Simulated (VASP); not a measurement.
# Si5Mo (P-6m2) in VASP: single point with PBE

Aim: the single point of Si5Mo with PBE.

All numbers are computed with VASP 6.6.1; they aren't measurements. Logs are shortened: lines on timing, memory, paths and dates and some standing lists are left out, and cuts for length are marked.

**1. The cell of the first run**

The structure is hexagonal, space group P-6m2 (No. 187). The conventional cell has a = 2.909 Å, b = 2.909 Å, c = 12.161 Å, α = 90.00°, β = 90.00°, γ = 120.00°. Si (site symmetry 3m) has 3 Mo at 2.57 Å and 9 Si at 2.62 to 2.91 Å within 3.4 Å. Si (site symmetry 3m) has 12 Si at 2.62 to 2.91 Å within 3.5 Å. Si (site symmetry -6m2) has 12 Si at 2.70 to 2.91 Å within 3.6 Å. Mo (site symmetry -6m2) has 6 Si at 2.57 Å and 6 Mo at 2.91 Å within 3.4 Å.

**2. Single point, PBE**

Contents of POSCAR:

```
Si5Mo
1.0
    2.9085355852      0.0000000000      0.0000000000
   -1.4542677926      2.5188657046      0.0000000000
    0.0000000000      0.0000000000     12.1606723327
Si Mo
5 1
Direct
    0.6666666667      0.3333333333      0.8395796667
    0.0000000000      0.0000000000      0.6738621390
    0.6666666667      0.3333333333      0.5000000000
    0.0000000000      0.0000000000      0.3261378610
    0.6666666667      0.3333333333      0.1604203333
    0.0000000000      0.0000000000      0.0000000000
```

Contents of INCAR.step1:

```
SYSTEM = Si5Mo
PREC = Accurate
ENCUT = 520
EDIFF = 1E-6
ISMEAR = 0
SIGMA = 0.1
LREAL = .FALSE.
LASPH = .TRUE.
NELM = 80
ALGO = Normal
ISIF = 2
LWAVE = .FALSE.
LCHARG = .TRUE.
LMAXMIX = 4
GGA = PE
NBANDS = 26
```

Contents of KPOINTS.step1:

```
Automatic mesh
0
G
  12 12 4
  0 0 0
```

Contents of INCAR.step2:

```
SYSTEM = Si5Mo
PREC = Accurate
ENCUT = 520
EDIFF = 1E-6
ISMEAR = -5
SIGMA = 0.1
LREAL = .FALSE.
LASPH = .TRUE.
NELM = 80
ALGO = Normal
ISIF = 2
LWAVE = .FALSE.
LCHARG = .FALSE.
LMAXMIX = 4
GGA = PE
LORBIT = 11
NEDOS = 1001
ICHARG = 11
```

Contents of KPOINTS.step2:

```
Automatic mesh
0
G
  18 18 6
  0 0 0
```

Potentials or basis: VASP PAW PBE potentials, release 64 (Si, Mo_sv).

The run is started by

```console
> cat potpaw_PBE.64/Si/POTCAR potpaw_PBE.64/Mo_sv/POTCAR > POTCAR
> cp INCAR.step1 INCAR
> cp KPOINTS.step1 KPOINTS
> mpirun -np 1 vasp_std > vasp.out
> cp INCAR.step2 INCAR
> cp KPOINTS.step2 KPOINTS
> mpirun -np 1 vasp_std > vasp.out
```

OUTCAR:

```text
SYSTEM = Si5Mo
   PREC = Accurate
   ENCUT = 520
   EDIFF = 1E-6
   ISMEAR = -5
   LREAL = .FALSE.
   LASPH = .TRUE.
   NELM = 80
   ISIF = 2
   GGA = PE
   LORBIT = 11
   ICHARG = 11

 ion  position               nearest neighbor table
   1  0.667  0.333  0.840-   6 2.57   6 2.57   6 2.57   2 2.62   2 2.62   2 2.62
   2  0.000  0.000  0.674-   1 2.62   1 2.62   1 2.62   3 2.70   3 2.70   3 2.70
   3  0.667  0.333  0.500-   2 2.70   4 2.70   2 2.70   4 2.70   2 2.70   4 2.70
   4  0.000  0.000  0.326-   5 2.62   5 2.62   5 2.62   3 2.70   3 2.70   3 2.70
   5  0.667  0.333  0.160-   6 2.57   6 2.57   6 2.57   4 2.62   4 2.62   4 2.62
   6  0.000  0.000  0.000-   1 2.57   5 2.57   1 2.57   5 2.57   1 2.57   5 2.57

  LATTYP: Found a hexagonal cell.
 ALAT       =     2.9085355852
 C/A-ratio  =     4.1810292419

  Lattice vectors:

 A1 = (   2.9085355852,   0.0000000000,   0.0000000000)
 A2 = (  -1.4542677926,   2.5188657046,   0.0000000000)
 A3 = (   0.0000000000,   0.0000000000,  12.1606723327)

Analysis of symmetry for initial positions (statically):
=====================================================================
 Subroutine PRICEL returns:
 Original cell was already a primitive cell.

 Routine SETGRP: Setting up the symmetry group for a
 hexagonal supercell.

 Subroutine GETGRP returns: Found 12 space group operations
 (whereof 12 operations were pure point group operations)
 out of a pool of 24 trial point group operations.

The static configuration has the point symmetry D_3h.

Analysis of symmetry for dynamics (positions and initial velocities):
=====================================================================
 Subroutine PRICEL returns:
 Original cell was already a primitive cell.

 Routine SETGRP: Setting up the symmetry group for a
 hexagonal supercell.

 Subroutine GETGRP returns: Found 12 space group operations
 (whereof 12 operations were pure point group operations)
 out of a pool of 24 trial point group operations.

The dynamic configuration has the point symmetry D_3h.

 Subroutine INISYM returns: Found 12 space group operations
 (whereof 12 operations are pure point group operations),
 and found     1 'primitive' translations

----------------------------------------------------------------------------------------

                                     Primitive cell

  volume of cell :      89.0916

  direct lattice vectors                    reciprocal lattice vectors
[... 110 lines left out ...]
   EMIN   =  10.00;   EMAX   =-10.00  energy-range for DOS
   EFERMI =   0.00;   METHOD = LEGACY
   ISMEAR =    -5;   SIGMA  =   0.10  broadening in eV -4-tet -1-fermi 0-gaus
   EFERMI_NEDOS =   21; number of points for ismear=-14 and -15
   IALGO  =     38    algorithm
   IMIX   =      4    mixing-type and parameters
     AMIX     =   0.40;   BMIX     =  1.00
     AMIX_MAG =   1.60;   BMIX_MAG =  1.00
  volume/ion in A,a.u.               =      14.85       100.20
  Fermi-wavevector in a.u.,A,eV,Ry     =   1.187469  2.243990 19.185327  1.410082
  Thomas-Fermi vector in A             =   2.323619
   LORBIT       =     11    0 simple, 1 ext, 2 COOP (PROOUT), +10 PAW based schemes
   GGA     = PE    functional components
   LHFCALC =     F    Hartree Fock is set to
   AEXX    =    0.0000 exact exchange contribution
   IVDW    =     0    specifies the selected vdW correction
   LEPSILON=     F    determine dielectric tensor
   LRPA    =     F    only Hartree local field effects (RPA)
 non-spin polarized calculation
 Fermi weights with tetrahedron method with Bloechl corrections
  energy-cutoff  :      520.00
  volume of cell :       89.09
 maximum number of plane-waves:      2457
 NGX is ok and might be reduce to    24

 number of electron      34.0000002 magnetization

 Free energy of the ion-electron system (eV)
  ---------------------------------------------------
  ext. energy  EPLUGINS =         0.00000000
  ---------------------------------------------------
  free energy    TOTEN  =       -35.99054021 eV

  energy without entropy =      -35.99054021  energy(sigma->0) =      -35.99054021

 E-fermi :  10.2586     XC(G=0): -11.5002

 val. band max:       10.3566777364   @ k =   0.1667   0.0556   0.3333
 cond. band min:      10.1660800858   @ k =   0.1667   0.0000   0.0000
 fundamental gap:     -0.1905976507
 Fermi energy:        10.2586197121

 k-point     1 :       0.0000    0.0000    0.0000
  band No.  band energies     occupation
      1     -50.3643      2.00000
      2     -24.5723      2.00000
      3     -24.0726      2.00000
      4     -24.0726      2.00000
      5      -3.4888      2.00000
      6      -2.7311      2.00000
[... 565 lines left out ...]
     20      11.5816      0.00000
     21      11.6275      0.00000

 [... further k-points ...]

------------------------ aborting loop because EDIFF is reached ----------------------------------------

  FORCE on cell =-STRESS in cart. coord.  units (eV):
  Direction    XX          YY          ZZ          XY          YZ          ZX
  --------------------------------------------------------------------------------------
  -------------------------------------------------------------------------------------
  Total        0.5224044      0.5224044     -1.5646060      0.0000000      0.0000000      0.0000000
  in kB        9.3946465      9.3946465    -28.1370528      0.0000000      0.0000000      0.0000000
  external PRESSURE =      -3.1159199 kB  Pullay stress =       0.0000000 kB

 VOLUME and BASIS-vectors are now :
 -----------------------------------------------------------------------------
  energy-cutoff  :      520.00
  volume of cell :       89.09
      direct lattice vectors                 reciprocal lattice vectors
     2.908535585  0.000000000  0.000000000     0.343815632  0.198502048  0.000000000
    -1.454267793  2.518865705  0.000000000     0.000000000  0.397004095  0.000000000
     0.000000000  0.000000000 12.160672333     0.000000000  0.000000000  0.082232295

 POSITION                                       TOTAL-FORCE (eV/Angst)
 -----------------------------------------------------------------------------------
      1.45427      0.83962     10.20985        -0.000000      0.000000     -0.001079
      0.00000      0.00000      8.19462         0.000000      0.000000     -0.137152
      1.45427      0.83962      6.08034         0.000000     -0.000000      0.000000
      0.00000      0.00000      3.96606         0.000000      0.000000      0.137152
      1.45427      0.83962      1.95082        -0.000000      0.000000      0.001079
      0.00000      0.00000      0.00000         0.000000     -0.000000      0.000000
 -----------------------------------------------------------------------------------
    total drift:                                0.000015     -0.000009      0.000000

  FREE ENERGIE OF THE ION-ELECTRON SYSTEM (eV)
  ---------------------------------------------------
  free  energy   TOTEN  =       -35.9905402149 eV

  energy  without entropy=      -35.9905402149  energy(sigma->0) =      -35.99054021

 total charge

# of ion       s       p       d       tot
------------------------------------------
    1        0.788   0.810   0.000   1.598
    2        0.860   0.672   0.000   1.531
    3        0.836   0.713   0.000   1.550
    4        0.860   0.672   0.000   1.531
    5        0.788   0.810   0.000   1.598
    6        2.310   6.185   4.097  12.592
--------------------------------------------------
tot          6.442   9.862   4.097  20.401
```

OUTCAR.step1:

```text
SYSTEM = Si5Mo
   PREC = Accurate
   ENCUT = 520
   EDIFF = 1E-6
   ISMEAR = 0
   LREAL = .FALSE.
[... 935 lines left out ...]
      0.00000      0.00000      3.96606         0.000000      0.000000     -0.000805
      1.45427      0.83962      1.95082        -0.000000      0.000000      0.017030
      0.00000      0.00000      0.00000        -0.000000      0.000000      0.000000
 -----------------------------------------------------------------------------------
    total drift:                               -0.000000      0.000000     -0.000000

  FREE ENERGIE OF THE ION-ELECTRON SYSTEM (eV)
  ---------------------------------------------------
  free  energy   TOTEN  =       -36.0181414988 eV

  energy  without entropy=      -36.0086012346  energy(sigma->0) =      -36.01337137
```

OSZICAR.step1:

```text
N       E                     dE             d eps       ncg     rms          rms(c)
DAV:   1     0.153357480712E+03    0.15336E+03   -0.15533E+04  3052   0.118E+03
DAV:   2    -0.301821371960E+02   -0.18354E+03   -0.17648E+03  3502   0.263E+02
DAV:   3    -0.368318572013E+02   -0.66497E+01   -0.64304E+01  3892   0.425E+01
DAV:   4    -0.369228801567E+02   -0.91023E-01   -0.90570E-01  3576   0.500E+00
DAV:   5    -0.369238466980E+02   -0.96654E-03   -0.96553E-03  3834   0.540E-01    0.185E+01
DAV:   6    -0.361668703008E+02    0.75698E+00   -0.24127E+00  3566   0.947E+00    0.650E+00
DAV:   7    -0.362338899976E+02   -0.67020E-01   -0.15827E+00  3762   0.631E+00    0.281E+00
DAV:   8    -0.360599225693E+02    0.17397E+00   -0.11392E+00  3850   0.509E+00    0.168E+00
DAV:   9    -0.360199344823E+02    0.39988E-01   -0.20277E-01  3684   0.219E+00    0.471E-01
DAV:  10    -0.360182921576E+02    0.16423E-02   -0.15827E-02  3680   0.645E-01    0.367E-01
DAV:  11    -0.360182164192E+02    0.75738E-04   -0.18408E-03  3572   0.249E-01    0.133E-01
DAV:  12    -0.360181472177E+02    0.69201E-04   -0.29835E-04  3438   0.987E-02    0.299E-02
DAV:  13    -0.360181402985E+02    0.69193E-05   -0.32141E-05  3698   0.297E-02    0.143E-02
DAV:  14    -0.360181416573E+02   -0.13588E-05   -0.48168E-06  3488   0.103E-02    0.352E-03
DAV:  15    -0.360181414988E+02    0.15850E-06   -0.51252E-07  1878   0.372E-03
   1 F= -.36018141E+02 E0= -.36013371E+02  d E =-.954026E-02
```

Wall time 4.6 min (1 thread of Intel Xeon 6975P-C (Granite Rapids), shared host); peak memory 0.39 GiB.

Results:

| Item | Value |
| --- | --- |
| Valence electrons inside the program's atomic spheres | Si 1.60, 1.53, 1.55 (each value once); Mo 12.59 |

Levels at points of the mesh, in eV from the Fermi level:
```csv
k point,band 13,band 14,band 15,band 16,band 17,band 18,band 19,band 20,band 21
"(0.00, 0.00, 0.00)",-0.85,-0.85,1.01,1.01,2.28,5.29,5.88,5.88,6.54
"(0.50, 0.00, 0.00)",-4.08,-2.37,-2.24,-1.60,-0.58,0.80,1.78,2.13,2.60
"(0.00, 0.00, 0.50)",-0.85,-0.85,1.01,1.01,1.82,5.92,5.95,5.95,6.39
"(0.50, 0.00, 0.50)",-3.88,-3.63,-1.56,-0.93,-0.59,0.27,1.23,2.00,2.26
```

Caveat: tetrahedron occupations give inexact forces and stress in metals.
